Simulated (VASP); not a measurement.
Input of a VASP 6.6.1 run:

INCAR

```
PREC = Accurate
ENCUT = 520
EDIFF = 1E-6
ISMEAR = 0
SIGMA = 0.15
LREAL = F
LASPH = T
NELM = 80
ALGO = Normal
ISIF = 2
LWAVE = F
LCHARG = F
GGA = PS
NBANDS = 8
```

KPOINTS

```
Automatic mesh
0
Gamma
  20 20 20
```

Contents of POSCAR:

```
Al
1.0
   -1.5116577555      1.5116577555      1.5514382228
    1.5116577555     -1.5116577555      1.5514382228
    1.5116577555      1.5116577555     -1.5514382228
Al
1
Direct
    0.0000000000      0.0000000000      0.0000000000
```

Potentials or basis: VASP PAW PBE potentials, release 64 (Al).

Command:

```bash
$ cat potpaw_PBE.64/Al/POTCAR > POTCAR
$ mpirun -np 1 vasp_std > vasp.out
```

Question: Estimate the pressure.

Answer: 16.0 GPa.

Stress tensor (GPa, compression positive):
```
15.40  0.00  0.00
 0.00 15.40  0.00
 0.00  0.00 17.32
```

Caveat: the cell differs from its parent crystal (strain -0.050 along x and y, -0.025 along z); the PAW data sets were made with another functional, which shifts forces and pressure a little.
